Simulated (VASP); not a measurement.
# BeTe (F-43m) in VASP: a series of runs

The runs below take BeTe through single point, relaxation of cell and atoms, with r2SCAN, PBEsol, LDA.

Program: VASP 6.6.1. These are calculated values, not measurements. Logs are shortened: lines on timing, memory, paths and dates and some standing lists are left out, and cuts for length are marked.

### Step 1. The cell of the first run

Symmetry: F-43m, No. 216, cubic system. Conventional cell: a = 5.657 Å, b = 5.657 Å, c = 5.657 Å, α = 90.00°, β = 90.00°, γ = 90.00°. Be (site symmetry -43m) has 4 Te at 2.45 Å within 3.2 Å. Te (site symmetry -43m) has 4 Be at 2.45 Å within 3.2 Å.

### Step 2. Single point, r2SCAN

Input file POSCAR:

```
BeTe
1.0
    0.0000000000      2.8286228811      2.8286228811
    2.8286228811      0.0000000000      2.8286228811
    2.8286228811      2.8286228811      0.0000000000
Be Te
1 1
Direct
    0.0000000000      0.0000000000      0.0000000000
    0.2500000000      0.2500000000      0.2500000000
```

Input file INCAR.step1:

```
ALGO = Normal
EDIFF = 1E-4
ENCUT = 520
GGA = PE
ISMEAR = -1
LASPH = T
LCHARG = F
LREAL = F
LWAVE = T
NBANDS = 11
NELM = 60
PREC = Accurate
SIGMA = 0.02
```

Input file INCAR.step2:

```
ALGO = Normal
EDIFF = 1E-7
ENCUT = 520
ISIF = 2
ISMEAR = -1
ISTART = 1
LASPH = T
LCHARG = F
LMIXTAU = T
LREAL = F
LWAVE = F
METAGGA = R2SCAN
NBANDS = 11
NELM = 60
PREC = Accurate
SIGMA = 0.02
```

Input file KPOINTS:

```
k-points
0
Gamma
  8 8 8
```

Potentials or basis: VASP PAW PBE potentials, release 64 (Be, Te).

Started as:

```console
$ cat potpaw_PBE.64/Be/POTCAR potpaw_PBE.64/Te/POTCAR > POTCAR
$ cp INCAR.step1 INCAR
$ mpirun -np 1 vasp_std > vasp.out
$ cp INCAR.step2 INCAR
$ mpirun -np 1 vasp_std > vasp.out
```

OUTCAR:

```text
EDIFF = 1E-7
   ENCUT = 520
   ISIF = 2
   ISMEAR = -1
   ISTART = 1
   LASPH = T
   LREAL = F
   METAGGA = R2SCAN
   NELM = 60
   PREC = Accurate

 ion  position               nearest neighbor table
   1  0.000  0.000  0.000-   2 2.45   2 2.45   2 2.45   2 2.45
   2  0.250  0.250  0.250-   1 2.45   1 2.45   1 2.45   1 2.45

  LATTYP: Found a face centered cubic cell.
 ALAT       =     5.6572457622

  Lattice vectors:

 A1 = (   0.0000000000,   2.8286228811,   2.8286228811)
 A2 = (   2.8286228811,   0.0000000000,   2.8286228811)
 A3 = (   2.8286228811,   2.8286228811,   0.0000000000)

Analysis of symmetry for initial positions (statically):
=====================================================================
 Subroutine PRICEL returns:
 Original cell was already a primitive cell.

 Routine SETGRP: Setting up the symmetry group for a
 face centered cubic supercell.

 Subroutine GETGRP returns: Found 24 space group operations
 (whereof 24 operations were pure point group operations)
 out of a pool of 48 trial point group operations.

The static configuration has the point symmetry T_d .

Analysis of symmetry for dynamics (positions and initial velocities):
=====================================================================
 Subroutine PRICEL returns:
 Original cell was already a primitive cell.

 Routine SETGRP: Setting up the symmetry group for a
 face centered cubic supercell.

 Subroutine GETGRP returns: Found 24 space group operations
 (whereof 24 operations were pure point group operations)
 out of a pool of 48 trial point group operations.

The dynamic configuration has the point symmetry T_d .

 Subroutine INISYM returns: Found 24 space group operations
 (whereof 24 operations are pure point group operations),
 and found     1 'primitive' translations

----------------------------------------------------------------------------------------

                                     Primitive cell

  volume of cell :      45.2642

  direct lattice vectors                    reciprocal lattice vectors
     0.000000000  2.828622881  2.828622881    -0.176764461  0.176764461  0.176764461
     2.828622881  0.000000000  2.828622881     0.176764461 -0.176764461  0.176764461
     2.828622881  2.828622881  0.000000000     0.176764461  0.176764461 -0.176764461

  length of vectors
     4.000276841  4.000276841  4.000276841     0.306165028  0.306165028  0.306165028

  position of ions in fractional coordinates (direct lattice)
     0.000000000  0.000000000  0.000000000
     0.250000000  0.250000000  0.250000000

  ion indices of the primitive-cell ions
   primitive index   ion index
                 1           1
                 2           2

----------------------------------------------------------------------------------------

 KPOINTS: k-points

Automatic generation of k-mesh.
 Grid dimensions read from file:
 generate k-points for:    8    8    8

 Generating k-lattice:

  Cartesian coordinates                     Fractional coordinates (reciprocal lattice)
    -0.022095558  0.022095558  0.022095558     0.125000000  0.000000000  0.000000000
     0.022095558 -0.022095558  0.022095558     0.000000000  0.125000000  0.000000000
     0.022095558  0.022095558 -0.022095558     0.000000000  0.000000000  0.125000000

  Length of vectors
     0.038270629  0.038270629  0.038270629

  Shift w.r.t. Gamma in fractional coordinates (k-lattice)
     0.000000000  0.000000000  0.000000000

 Subroutine IBZKPT returns following result:
 ===========================================

 Found     29 irreducible k-points:

 Following reciprocal coordinates:
            Coordinates               Weight
  0.000000  0.000000  0.000000      1.000000
  0.125000  0.000000  0.000000      8.000000
  0.250000  0.000000  0.000000      8.000000
  0.375000  0.000000  0.000000      8.000000
  0.500000  0.000000  0.000000      4.000000
  0.125000  0.125000  0.000000      6.000000
[... 16 lines left out ...]
  0.500000  0.250000  0.125000     48.000000
 -0.375000  0.250000  0.125000     24.000000
 [... further k-points ...]
   k-points           NKPTS =     29   k-points in BZ     NKDIM =     29   number of bands    NBANDS=     11
   number of dos      NEDOS =    301   number of ions     NIONS =      2
   total plane-waves  NPLWV =  27000
   dimension x,y,z NGX =    30 NGY =   30 NGZ =   30
   dimension x,y,z NGXF=    60 NGYF=   60 NGZF=   60
   ions per type =               1   1
   NGX,Y,Z   is equivalent  to a cutoff of  12.47, 12.47, 12.47 a.u.
   NGXF,Y,Z  is equivalent  to a cutoff of  24.94, 24.94, 24.94 a.u.
 SYSTEM =  unknown system
   PREC   = accura    normal or accurate (medium, high low for compatibility)
   ISTART =      1    job   : 0-new  1-cont  2-samecut
   ICHARG =      0    charge: 1-file 2-atom 10-const
   ISPIN  =      1    spin polarized calculation?
   LNONCOLLINEAR =      F non collinear calculations
   LSORBIT =      F    spin-orbit coupling
   LASPH  =      T    aspherical Exc in radial PAW
   ENCUT  =  520.0 eV  38.22 Ry    6.18 a.u.   7.44  7.44  7.44*2*pi/ulx,y,z
   NELM   =     60;   NELMIN=  2; NELMDL=  0     # of ELM steps
   EDIFF  = 0.1E-06   stopping-criterion for ELM
   LREAL  =      F    real-space projection
   EDIFFG = 0.1E-05   stopping-criterion for IOM
   NSW    =      0    number of steps for IOM
   IBRION =     -1    ionic relax: 0-MD 1-quasi-New 2-CG
   NFREE  =      0    steps in history (QN), initial steepest desc. (CG)
   ISIF   =      2    stress and relaxation
   ISYM   =      2    0-nonsym 1-usesym 2-fastsym
   POTIM  = 0.5000    time-step for ionic-motion
   TEBEG  =    0.0;   TEEND  =   0.0 temperature during run
   PSTRESS=    0.0 pullay stress
   NELECT =       8.0000    total number of electrons
   NUPDOWN=      -1.0000    fix difference up-down
   EMIN   =  10.00;   EMAX   =-10.00  energy-range for DOS
   EFERMI =   0.00;   METHOD = LEGACY
   ISMEAR =    -1;   SIGMA  =   0.02  broadening in eV -4-tet -1-fermi 0-gaus
   EFERMI_NEDOS =   21; number of points for ismear=-14 and -15
   IALGO  =     38    algorithm
   IMIX   =      4    mixing-type and parameters
     AMIX     =   0.40;   BMIX     =  1.00
     AMIX_MAG =   1.60;   BMIX_MAG =  1.00
  volume/ion in A,a.u.               =      22.63       152.73
  Fermi-wavevector in a.u.,A,eV,Ry     =   0.918727  1.736142 11.484122  0.844059
  Thomas-Fermi vector in A             =   2.043841
   LORBIT       =      0    0 simple, 1 ext, 2 COOP (PROOUT), +10 PAW based schemes
   METAGGA = R2SCAN    functional components
   LHFCALC =     F    Hartree Fock is set to
   AEXX    =    0.0000 exact exchange contribution
   IVDW    =     0    specifies the selected vdW correction
   LEPSILON=     F    determine dielectric tensor
   LRPA    =     F    only Hartree local field effects (RPA)
 non-spin polarized calculation
  energy-cutoff  :      520.00
  volume of cell :       45.26
 maximum number of plane-waves:      1243
 NGX is ok and might be reduce to    30
   NGX = 15   NGY = 15   NGZ = 15

 number of electron       8.0000000 magnetization

 Free energy of the ion-electron system (eV)
  ---------------------------------------------------
  ext. energy  EPLUGINS =         0.00000000
  ---------------------------------------------------
  free energy    TOTEN  =       -30.68491448 eV

  energy without entropy =      -30.68491448  energy(sigma->0) =      -30.68491448

 E-fermi :   5.2111     XC(G=0):  -9.4228

 val. band max:        4.7867348868   @ k =   0.0000   0.0000   0.0000
 cond. band min:       7.1547957205   @ k =   0.5000   0.5000   0.0000
 fundamental gap:      2.3680608338
 Fermi energy:         5.2110618316

 k-point     1 :       0.0000    0.0000    0.0000
  band No.  band energies     occupation
      1      -7.9087      2.00000
      2       4.7867      2.00000
      3       4.7867      2.00000
      4       4.7867      2.00000
      5       8.8160      0.00000
      6       8.8160      0.00000
      7       8.8160      0.00000
      8       9.1911      0.00000
      9      13.8006      0.00000
     10      15.5065      0.00000
     11      15.5065      0.00000

 k-point     2 :       0.1250    0.0000    0.0000
  band No.  band energies     occupation
      1      -7.7543      2.00000
      2       3.4764      2.00000
      3       4.5529      2.00000
      4       4.5529      2.00000
      5       8.7964      0.00000
      6       9.1667      0.00000
      7       9.1667      0.00000
      8      10.4238      0.00000
      9      14.2618      0.00000
     10      14.6275      0.00000
     11      14.6275      0.00000

 k-point     3 :       0.2500    0.0000    0.0000
  band No.  band energies     occupation
      1      -7.3280      2.00000
      2       1.4173      2.00000
      3       4.1089      2.00000
      4       4.1089      2.00000
      5       8.5581      0.00000
      6       9.7122      0.00000
      7       9.7122      0.00000
      8      12.4303      0.00000
      9      14.3599      0.00000
     10      14.3599      0.00000
     11      14.5657      0.00000

 k-point     4 :       0.3750    0.0000    0.0000
  band No.  band energies     occupation
      1      -6.7849      2.00000
      2      -0.2261      2.00000
      3       3.7629      2.00000
      4       3.7629      2.00000
      5       8.3681      0.00000
      6       9.8442      0.00000
      7       9.8442      0.00000
      8      13.3045      0.00000
      9      15.2779      0.00000
     10      15.4744      0.00000
     11      15.4744      0.00000
[... 239 lines left out ...]
 k-point    22 :       0.3750    0.2500    0.1250
  band No.  band energies     occupation
      1      -6.9748      2.00000
      2       1.1498      2.00000
      3       2.5092      2.00000
      4       3.5503      2.00000
      5       8.8059      0.00000
      6      10.1162      0.00000
      7      10.6488      0.00000
      8      11.5920      0.00000
      9      14.4514      0.00000
     10      16.1606      0.00000
     11      16.6060      0.00000

 k-point    23 :       0.5000    0.2500    0.1250
  band No.  band energies     occupation
      1      -6.4915      2.00000
      2       0.0533      2.00000
      3       1.9566      2.00000
      4       3.0866      2.00000
      5       9.2706      0.00000
      6       9.9212      0.00000
      7      11.2231      0.00000
      8      12.2424      0.00000
      9      15.3418      0.00000
     10      15.7571      0.00000
     11      17.8138      0.00000

 k-point    24 :      -0.3750    0.2500    0.1250
  band No.  band energies     occupation
      1      -6.2473      2.00000
      2      -0.4621      2.00000
      3       1.8430      2.00000
      4       2.8592      2.00000
      5       9.4738      0.00000
      6       9.5725      0.00000
      7      12.0180      0.00000
      8      13.1717      0.00000
      9      13.8237      0.00000
     10      17.0675      0.00000
     11      17.4339      0.00000

 [... further k-points ...]

------------------------ aborting loop because EDIFF is reached ----------------------------------------

  FORCE on cell =-STRESS in cart. coord.  units (eV):
  Direction    XX          YY          ZZ          XY          YZ          ZX
  --------------------------------------------------------------------------------------
  -------------------------------------------------------------------------------------
  Total        0.0482843      0.0482843      0.0482843     -0.0000000     -0.0000000      0.0000000
  in kB        1.7090760      1.7090760      1.7090760     -0.0000000     -0.0000000      0.0000000
  external PRESSURE =       1.7090760 kB  Pullay stress =       0.0000000 kB

 VOLUME and BASIS-vectors are now :
 -----------------------------------------------------------------------------
  energy-cutoff  :      520.00
  volume of cell :       45.26
      direct lattice vectors                 reciprocal lattice vectors
     0.000000000  2.828622881  2.828622881    -0.176764461  0.176764461  0.176764461
     2.828622881  0.000000000  2.828622881     0.176764461 -0.176764461  0.176764461
     2.828622881  2.828622881  0.000000000     0.176764461  0.176764461 -0.176764461

 POSITION                                       TOTAL-FORCE (eV/Angst)
 -----------------------------------------------------------------------------------
      0.00000      0.00000      0.00000         0.000000      0.000000     -0.000000
      1.41431      1.41431      1.41431        -0.000000     -0.000000      0.000000
 -----------------------------------------------------------------------------------
    total drift:                                0.000000      0.000000      0.000000

  FREE ENERGIE OF THE ION-ELECTRON SYSTEM (eV)
  ---------------------------------------------------
  free  energy   TOTEN  =       -30.6849144810 eV

  energy  without entropy=      -30.6849144810  energy(sigma->0) =      -30.68491448
```

It took 57 s on 1 thread of Intel Xeon Platinum 8488C (Sapphire Rapids), shared host; peak memory 0.17 GiB.

Results:

```yaml
Free_energy: -30.6849 eV
Pressure: 0.2 GPa
Band_gap_on_the_k_mesh: 2.37 eV, indirect (least direct gap 4.03 eV)
```

Caveat: the PAW data sets were made with another functional, which shifts forces and pressure a little; spin-orbit coupling is left out, which moves the levels of the heavy elements. A k mesh can miss the band edges.

### Step 3. Single point, r2SCAN

POSCAR is that of step 2.

Input file INCAR.step1:

```
PREC     = Accurate       # precision mode
ENCUT    = 520            # plane-wave cutoff, eV
ISMEAR   = 0              # smearing method
SIGMA    = 0.01           # smearing width, eV
LREAL    = F              # projectors in reciprocal space
LASPH    = T              # aspherical terms in the spheres
NELM     = 100            # most SCF steps
NBANDS   = 11             # bands
GGA      = PE             # functional
ALGO     = Normal         # electronic algorithm
EDIFF    = 1E-4           # SCF threshold, eV
LWAVE    = T              # write WAVECAR
LCHARG   = F              # write CHGCAR
```

Input file INCAR.step2:

```
PREC     = Accurate       # precision mode
ENCUT    = 520            # plane-wave cutoff, eV
EDIFF    = 1E-6           # SCF threshold, eV
ISMEAR   = 0              # smearing method
SIGMA    = 0.01           # smearing width, eV
LREAL    = F              # projectors in reciprocal space
LASPH    = T              # aspherical terms in the spheres
NELM     = 100            # most SCF steps
ALGO     = Normal         # electronic algorithm
ISIF     = 2              # what is computed and relaxed
LWAVE    = F              # write WAVECAR
LCHARG   = F              # write CHGCAR
METAGGA  = R2SCAN         # meta-GGA
LMIXTAU  = T            
NBANDS   = 11             # bands
ISTART   = 1
```

Input file KPOINTS:

```
Automatic mesh
0
Gamma
  8 8 8
```

Potentials or basis: VASP PAW PBE potentials, release 64 (Be, Te).

Started as:

```console
$ cat potpaw_PBE.64/Be/POTCAR potpaw_PBE.64/Te/POTCAR > POTCAR
$ cp INCAR.step1 INCAR
$ mpirun -np 1 vasp_std > vasp.out
$ cp INCAR.step2 INCAR
$ mpirun -np 1 vasp_std > vasp.out
```

OUTCAR:

```text
PREC = Accurate
   ENCUT = 520
   EDIFF = 1E-6
   ISMEAR = 0
   LREAL = F
   LASPH = T
   NELM = 100
   ISIF = 2
   METAGGA = R2SCAN
   ISTART = 1

 ion  position               nearest neighbor table
   1  0.000  0.000  0.000-   2 2.45   2 2.45   2 2.45   2 2.45
   2  0.250  0.250  0.250-   1 2.45   1 2.45   1 2.45   1 2.45

  LATTYP: Found a face centered cubic cell.
 ALAT       =     5.6572457622

  Lattice vectors:

[... 520 lines left out ...]
     11      17.4346      0.00000

 [... further k-points ...]

------------------------ aborting loop because EDIFF is reached ----------------------------------------

  FORCE on cell =-STRESS in cart. coord.  units (eV):
  Direction    XX          YY          ZZ          XY          YZ          ZX
  --------------------------------------------------------------------------------------
  -------------------------------------------------------------------------------------
  Total        0.0462830      0.0462830      0.0462830     -0.0000000      0.0000000      0.0000000
  in kB        1.6382387      1.6382387      1.6382387     -0.0000000      0.0000000      0.0000000
  external PRESSURE =       1.6382387 kB  Pullay stress =       0.0000000 kB

 VOLUME and BASIS-vectors are now :
 -----------------------------------------------------------------------------
  energy-cutoff  :      520.00
  volume of cell :       45.26
      direct lattice vectors                 reciprocal lattice vectors
     0.000000000  2.828622881  2.828622881    -0.176764461  0.176764461  0.176764461
     2.828622881  0.000000000  2.828622881     0.176764461 -0.176764461  0.176764461
     2.828622881  2.828622881  0.000000000     0.176764461  0.176764461 -0.176764461

 POSITION                                       TOTAL-FORCE (eV/Angst)
 -----------------------------------------------------------------------------------
      0.00000      0.00000      0.00000        -0.000000     -0.000000     -0.000000
      1.41431      1.41431      1.41431         0.000000      0.000000      0.000000
 -----------------------------------------------------------------------------------
    total drift:                                0.000000      0.000000      0.000000

  FREE ENERGIE OF THE ION-ELECTRON SYSTEM (eV)
  ---------------------------------------------------
  free  energy   TOTEN  =       -30.6849179600 eV

  energy  without entropy=      -30.6849179600  energy(sigma->0) =      -30.68491796
```

OUTCAR.step1:

```text
PREC = Accurate
   ENCUT = 520
   ISMEAR = 0
   LREAL = F
   LASPH = T
[... 557 lines left out ...]
 -----------------------------------------------------------------------------------
      0.00000      0.00000      0.00000         0.000000      0.000000     -0.000000
      1.41431      1.41431      1.41431        -0.000000     -0.000000      0.000000
 -----------------------------------------------------------------------------------
    total drift:                                0.000000      0.000000      0.000000

  FREE ENERGIE OF THE ION-ELECTRON SYSTEM (eV)
  ---------------------------------------------------
  free  energy   TOTEN  =        -7.6242232755 eV

  energy  without entropy=       -7.6242232755  energy(sigma->0) =       -7.62422328
```

OSZICAR.step1:

```text
N       E                     dE             d eps       ncg     rms          rms(c)
DAV:   1     0.197521572993E+02    0.19752E+02   -0.31938E+03   638   0.577E+02
DAV:   2    -0.650956769787E+01   -0.26262E+02   -0.24469E+02   847   0.912E+01
DAV:   3    -0.773317544855E+01   -0.12236E+01   -0.12202E+01   818   0.207E+01
DAV:   4    -0.774708712693E+01   -0.13912E-01   -0.13909E-01   764   0.251E+00
DAV:   5    -0.774737718502E+01   -0.29006E-03   -0.29006E-03   818   0.363E-01    0.405E+00
DAV:   6    -0.765203504936E+01    0.95342E-01   -0.11135E-01   731   0.134E+00    0.243E+00
DAV:   7    -0.762321641364E+01    0.28819E-01   -0.96519E-02   746   0.136E+00    0.458E-01
DAV:   8    -0.762391270260E+01   -0.69629E-03   -0.59899E-03   725   0.443E-01    0.751E-02
DAV:   9    -0.762415853002E+01   -0.24583E-03   -0.31594E-04   766   0.105E-01    0.299E-02
DAV:  10    -0.762422327548E+01   -0.64745E-04   -0.80063E-05   718   0.462E-02
   1 F= -.76242233E+01 E0= -.76242233E+01  d E =-.511203E-65
```

Wall time 40 s (1 thread of Intel Xeon Platinum 8488C (Sapphire Rapids), shared host); peak memory 0.17 GiB.

What came out:

| Property | Result |
| --- | --- |
| Free energy | -30.6849 eV |
| Pressure | 0.2 GPa |
| Band gap on the k mesh | 2.37 eV, indirect (least direct gap 4.03 eV) |

Levels at points of the mesh, in eV from the valence-band top:
```
           k point  band 1  band 2  band 3  band 4  band 5  band 6  band 7  band 8
(0.00, 0.00, 0.00)  -12.70    0.00    0.00    0.00    4.03    4.03    4.03    4.41
(0.50, 0.00, 0.00)  -11.29   -5.68   -1.15   -1.15    3.52    5.02    5.02    8.47
(0.50, 0.50, 0.00)  -10.77   -5.27   -2.69   -2.69    2.37    3.01   10.48   10.48
```

Caveat: the PAW data sets were made with another functional, which shifts forces and pressure a little; spin-orbit coupling is left out, which moves the levels of the heavy elements. r2SCAN opens gaps a little over a GGA but as a rule still falls short of measured ones.

(Continued in part 2 of 2.)
